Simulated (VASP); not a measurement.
# SiO2 (P6_422) in VASP: notebook, part 2 of 2

VASP 6.6.1. Earlier steps stand in the parts before.

## (3) Single point, r2SCAN (strain -0.0450 x Voigt [1, 1, 0, 0, 0, 0])

File POSCAR:

```
SiO2
1.0
    4.8319923191      0.0000000000      0.0000000000
   -2.4159961595      4.1846280992      0.0000000000
    0.0000000000      0.0000000000      5.5410855913
Si O
3 6
Direct
    0.0000000000      0.5000000000      0.3333333333
    0.5000000000      0.5000000000      0.6666666667
    0.5000000000      0.0000000000      0.0000000000
    0.5834989524      0.7917494762      0.8333333333
    0.7917494762      0.5834989524      0.5000000000
    0.7917494762      0.2082505238      0.1666666667
    0.4165010476      0.2082505238      0.8333333333
    0.2082505238      0.4165010476      0.5000000000
    0.2082505238      0.7917494762      0.1666666667
```

File INCAR.step1:

```
  ALGO = Normal
  EDIFF = 1E-4
  ENCUT = 520
  GGA = PE
  ISMEAR = 0
  LASPH = True
  LCHARG = False
  LREAL = False
  LWAVE = True
  NBANDS = 34
  NELM = 100
  PREC = Accurate
  SIGMA = 0.05
```

File INCAR.step2:

```
  ALGO = Normal
  EDIFF = 1E-7
  ENCUT = 520
  ISIF = 2
  ISMEAR = 0
  ISTART = 1
  LASPH = True
  LCHARG = False
  LMIXTAU = True
  LREAL = False
  LWAVE = False
  METAGGA = R2SCAN
  NBANDS = 34
  NELM = 100
  PREC = Accurate
  SIGMA = 0.05
```

File KPOINTS:

```
k-points
0
Gamma
  6 6 4
```

Potentials or basis: VASP PAW PBE potentials, release 64 (Si, O).

Run with:

```
$ cat potpaw_PBE.64/Si/POTCAR potpaw_PBE.64/O/POTCAR > POTCAR
$ cp INCAR.step1 INCAR
$ mpirun -np 1 vasp_std > vasp.out
$ cp INCAR.step2 INCAR
$ mpirun -np 1 vasp_std > vasp.out
```

OUTCAR:

```text
EDIFF = 1E-7
   ENCUT = 520
   ISIF = 2
   ISMEAR = 0
   ISTART = 1
   LASPH = True
   LREAL = False
   METAGGA = R2SCAN
   NELM = 100
   PREC = Accurate

 ion  position               nearest neighbor table
   1  0.000  0.500  0.333-   6 1.56   9 1.56   8 1.56   5 1.56   3 3.04   3 3.04   2 3.04   2 3.04

   2  0.500  0.500  0.667-   4 1.56   7 1.56   5 1.56   8 1.56   3 3.04   3 3.04   1 3.04   1 3.04

   3  0.500  0.000  0.000-   4 1.56   7 1.56   6 1.56   9 1.56   2 3.04   2 3.04   1 3.04   1 3.04

   4  0.583  0.792  0.833-   2 1.56   3 1.56
   5  0.792  0.583  0.500-   1 1.56   2 1.56
   6  0.792  0.208  0.167-   1 1.56   3 1.56
   7  0.417  0.208  0.833-   2 1.56   3 1.56
   8  0.208  0.417  0.500-   1 1.56   2 1.56
   9  0.208  0.792  0.167-   1 1.56   3 1.56

  LATTYP: Found a hexagonal cell.
 ALAT       =     4.8319923191
 C/A-ratio  =     1.1467496687

  Lattice vectors:

 A1 = (   4.8319923191,   0.0000000000,   0.0000000000)
 A2 = (  -2.4159961595,   4.1846280992,   0.0000000000)
 A3 = (   0.0000000000,   0.0000000000,   5.5410855913)

Analysis of symmetry for initial positions (statically):
=====================================================================
 Subroutine PRICEL returns:
 Original cell was already a primitive cell.

 Routine SETGRP: Setting up the symmetry group for a
 hexagonal supercell.

 Subroutine GETGRP returns: Found 12 space group operations
 (whereof  4 operations were pure point group operations)
 out of a pool of 24 trial point group operations.

The static configuration has the point symmetry D_2 .
 The point group associated with its full space group is D_6 .

Analysis of symmetry for dynamics (positions and initial velocities):
=====================================================================
 Subroutine PRICEL returns:
 Original cell was already a primitive cell.

 Routine SETGRP: Setting up the symmetry group for a
 hexagonal supercell.

 Subroutine GETGRP returns: Found 12 space group operations
 (whereof  4 operations were pure point group operations)
 out of a pool of 24 trial point group operations.

The dynamic configuration has the point symmetry D_2 .
 The point group associated with its full space group is D_6 .

 Subroutine INISYM returns: Found 12 space group operations
 (whereof  4 operations are pure point group operations),
 and found     1 'primitive' translations

----------------------------------------------------------------------------------------

                                     Primitive cell

  volume of cell :     112.0413

  direct lattice vectors                    reciprocal lattice vectors
     4.831992319  0.000000000  0.000000000     0.206953971  0.119484931  0.000000000
    -2.415996160  4.184628099  0.000000000     0.000000000  0.238969862  0.000000000
     0.000000000  0.000000000  5.541085591     0.000000000  0.000000000  0.180470051

  length of vectors
     4.831992319  4.831992319  5.541085591     0.238969862  0.238969862  0.180470051

[... 52 lines left out ...]
  0.166667  0.000000  0.000000      6.000000
  0.333333  0.000000  0.000000      6.000000
  0.500000  0.000000  0.000000      3.000000
  0.166667  0.166667  0.000000      6.000000
  0.333333  0.166667  0.000000     12.000000
[... 13 lines left out ...]
  0.333333  0.166667  0.500000     12.000000
  0.333333  0.333333  0.500000      2.000000
   k-points           NKPTS =     21   k-points in BZ     NKDIM =     21   number of bands    NBANDS=     34
   number of dos      NEDOS =    301   number of ions     NIONS =      9
   total plane-waves  NPLWV =  54432
   dimension x,y,z NGX =    36 NGY =   36 NGZ =   42
   dimension x,y,z NGXF=    72 NGYF=   72 NGZF=   84
   ions per type =               3   6
   NGX,Y,Z   is equivalent  to a cutoff of  12.39, 12.39, 12.60 a.u.
   NGXF,Y,Z  is equivalent  to a cutoff of  24.77, 24.77, 25.20 a.u.
 SYSTEM =  unknown system
   PREC   = accura    normal or accurate (medium, high low for compatibility)
   ISTART =      1    job   : 0-new  1-cont  2-samecut
   ICHARG =      0    charge: 1-file 2-atom 10-const
   ISPIN  =      1    spin polarized calculation?
   LNONCOLLINEAR =      F non collinear calculations
   LSORBIT =      F    spin-orbit coupling
   LASPH  =      T    aspherical Exc in radial PAW
   ENCUT  =  520.0 eV  38.22 Ry    6.18 a.u.   8.98  8.98 10.30*2*pi/ulx,y,z
   NELM   =    100;   NELMIN=  2; NELMDL=  0     # of ELM steps
   EDIFF  = 0.1E-06   stopping-criterion for ELM
   LREAL  =      F    real-space projection
   EDIFFG = 0.1E-05   stopping-criterion for IOM
   NSW    =      0    number of steps for IOM
   IBRION =     -1    ionic relax: 0-MD 1-quasi-New 2-CG
   NFREE  =      0    steps in history (QN), initial steepest desc. (CG)
   ISIF   =      2    stress and relaxation
   ISYM   =      2    0-nonsym 1-usesym 2-fastsym
   POTIM  = 0.5000    time-step for ionic-motion
   TEBEG  =    0.0;   TEEND  =   0.0 temperature during run
   PSTRESS=    0.0 pullay stress
   NELECT =      48.0000    total number of electrons
   NUPDOWN=      -1.0000    fix difference up-down
   EMIN   =  10.00;   EMAX   =-10.00  energy-range for DOS
   EFERMI =   0.00;   METHOD = LEGACY
   ISMEAR =     0;   SIGMA  =   0.05  broadening in eV -4-tet -1-fermi 0-gaus
   EFERMI_NEDOS =   21; number of points for ismear=-14 and -15
   IALGO  =     38    algorithm
   IMIX   =      4    mixing-type and parameters
     AMIX     =   0.40;   BMIX     =  1.00
     AMIX_MAG =   1.60;   BMIX_MAG =  1.00
  volume/ion in A,a.u.               =      12.45        84.01
  Fermi-wavevector in a.u.,A,eV,Ry     =   1.234135  2.332177 20.722879  1.523089
  Thomas-Fermi vector in A             =   2.368837
   LORBIT       =      0    0 simple, 1 ext, 2 COOP (PROOUT), +10 PAW based schemes
   METAGGA = R2SCAN    functional components
   LHFCALC =     F    Hartree Fock is set to
   AEXX    =    0.0000 exact exchange contribution
   IVDW    =     0    specifies the selected vdW correction
   LEPSILON=     F    determine dielectric tensor
   LRPA    =     F    only Hartree local field effects (RPA)
 non-spin polarized calculation
 Gauss-broadening in eV      SIGMA  =   0.05
  energy-cutoff  :      520.00
  volume of cell :      112.04
 maximum number of plane-waves:      3042
 NGX is ok and might be reduce to    36
   NGX = 17   NGY = 17   NGZ = 21

 number of electron      48.0000007 magnetization

 Free energy of the ion-electron system (eV)
  ---------------------------------------------------
  ext. energy  EPLUGINS =         0.00000000
  ---------------------------------------------------
  free energy    TOTEN  =       -88.64885909 eV

  energy without entropy =      -88.64885909  energy(sigma->0) =      -88.64885909

 E-fermi :   1.1317     XC(G=0):  -9.6159

 val. band max:        0.8362991656   @ k =   0.0000   0.0000   0.5000
 cond. band min:       7.4414525069   @ k =   0.0000   0.0000   0.0000
 fundamental gap:      6.6051533413
 Fermi energy:         1.1316631550

 k-point     1 :       0.0000    0.0000    0.0000
  band No.  band energies     occupation
      1     -20.1610      2.00000
      2     -18.6014      2.00000
      3     -18.6014      2.00000
      4     -17.8210      2.00000
      5     -17.7676      2.00000
      6     -17.7676      2.00000
[... 766 lines left out ...]
     33      13.7797      0.00000
     34      13.7932      0.00000

------------------------ aborting loop because EDIFF is reached ----------------------------------------

  FORCE on cell =-STRESS in cart. coord.  units (eV):
  Direction    XX          YY          ZZ          XY          YZ          ZX
  --------------------------------------------------------------------------------------
  -------------------------------------------------------------------------------------
  Total       15.1641191     15.1641191     13.4341563      0.0000000      0.0000000      0.0000000
  in kB      216.8451982    216.8451982    192.1069240      0.0000000      0.0000000      0.0000000
  external PRESSURE =     208.5991068 kB  Pullay stress =       0.0000000 kB

 VOLUME and BASIS-vectors are now :
 -----------------------------------------------------------------------------
  energy-cutoff  :      520.00
  volume of cell :      112.04
      direct lattice vectors                 reciprocal lattice vectors
     4.831992319  0.000000000  0.000000000     0.206953971  0.119484931  0.000000000
    -2.415996160  4.184628099  0.000000000     0.000000000  0.238969862  0.000000000
     0.000000000  0.000000000  5.541085591     0.000000000  0.000000000  0.180470051

 POSITION                                       TOTAL-FORCE (eV/Angst)
 -----------------------------------------------------------------------------------
     -1.20800      2.09231      1.84703         0.000000      0.000000      0.000000
      1.20800      2.09231      3.69406         0.000000      0.000000     -0.000000
      2.41600      0.00000      0.00000         0.000000      0.000000     -0.000000
      0.90660      3.31318      4.61757         0.768133      0.443482      0.000000
      2.41600      2.44173      2.77054         0.000000      0.886964     -0.000000
      3.32259      0.87145      0.92351         0.768133     -0.443482      0.000000
      1.50940      0.87145      4.61757        -0.768133     -0.443482     -0.000000
      0.00000      1.74290      2.77054        -0.000000     -0.886964      0.000000
     -0.90660      3.31318      0.92351        -0.768133      0.443482      0.000000
 -----------------------------------------------------------------------------------
    total drift:                               -0.000000      0.000000     -0.000001

  FREE ENERGIE OF THE ION-ELECTRON SYSTEM (eV)
  ---------------------------------------------------
  free  energy   TOTEN  =       -88.6488590871 eV

  energy  without entropy=      -88.6488590871  energy(sigma->0) =      -88.64885909
```

It took 4.7 min on 1 thread of AMD EPYC 7R13 (Zen 3), shared host; peak memory 0.22 GiB.

Results:

```
Free energy            : -88.6489 eV
Pressure               : 20.9 GPa
Largest force          : 0.887 eV/Å
Band gap on the k mesh : 6.61 eV, indirect (least direct gap 6.73 eV)
```

Forces on the atoms (eV/Å):
```
Si   0.000  0.000  0.000
Si   0.000  0.000  0.000
Si   0.000  0.000  0.000
O    0.768  0.443  0.000
O    0.000  0.887  0.000
O    0.768 -0.443  0.000
O   -0.768 -0.443  0.000
O    0.000 -0.887  0.000
O   -0.768  0.443  0.000
```

Stress tensor (GPa, compression positive):
```
21.68  0.00  0.00
 0.00 21.68  0.00
 0.00  0.00 19.21
```

Caveat: the cell differs from its parent crystal (strain -0.0450 x Voigt [1, 1, 0, 0, 0, 0]); the PAW data sets were made with another functional, which shifts forces and pressure a little. A k mesh can miss the band edges.
